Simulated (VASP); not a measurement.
InGa2N3: single point with PBE

InGa2N3:

```
In Ga N
1.0
    -1.62604    1.62604    6.98167
     1.62604   -1.62604    6.98167
     1.62604    1.62604   -6.98167
In Ga N
1 2 3
Direct
  0.00000 0.00000 0.00000
  0.67300 0.67300 0.00000
  0.32700 0.32700 0.00000
  0.25000 0.75000 0.50000
  0.90317 0.40317 0.50000
  0.59683 0.09683 0.50000
```

```json
{
  "Program": "VASP 6.6.1",
  "Task": "single point",
  "Functional": "PBE",
  "Potentials or basis": "VASP PAW PBE potentials, release 64 (In_d, Ga_d, N)",
  "Cutoff": "520 eV",
  "k mesh": "16 × 16 × 16",
  "Occupations": "gaussian, width 0.02 eV",
  "Spin": "no spin polarisation"
}
```

The pressure is 10.9 GPa, the largest force is 0.027 eV/Å and the band gap on the k mesh is 0.82 eV.

Forces in eV/Å, atoms in the order of the input:
```
In   0.000  0.000  0.000
Ga   0.000  0.000 -0.007
Ga   0.000  0.000  0.007
N    0.000  0.000  0.000
N    0.000  0.000 -0.027
N    0.000  0.000  0.027
```

Levels at points of the mesh, in eV from the valence-band top:
| k point | band 23 | band 24 | band 25 | band 26 | band 27 | band 28 | band 29 | band 30 | band 31 | band 32 |
| --- | --- | --- | --- | --- | --- | --- | --- | --- | --- | --- |
| (0.00, 0.00, 0.00) | -1.88 | -1.88 | -0.27 | 0.00 | 0.00 | 0.82 | 3.85 | 4.10 | 6.45 | 6.77 |
| (0.50, 0.00, 0.00) | -2.43 | -1.38 | -1.37 | -1.03 | -0.50 | 3.85 | 4.75 | 5.59 | 6.71 | 7.88 |
| (0.50, 0.50, 0.00) | -3.45 | -3.40 | -3.28 | -2.70 | -2.62 | 3.10 | 4.67 | 5.30 | 6.37 | 7.30 |
| (0.50, 0.50, 0.50) | -2.24 | -1.07 | -1.07 | -0.51 | -0.51 | 2.75 | 2.98 | 3.73 | 6.39 | 8.13 |

It took 95 min on 1 thread of Oxide Virtual Turin-like Processor, on a shared host, peak memory 1 GiB.

Caveat: the cell stands under pressure; spin-orbit coupling is left out, which moves the levels of the heavy elements. A k mesh can miss the band edges.
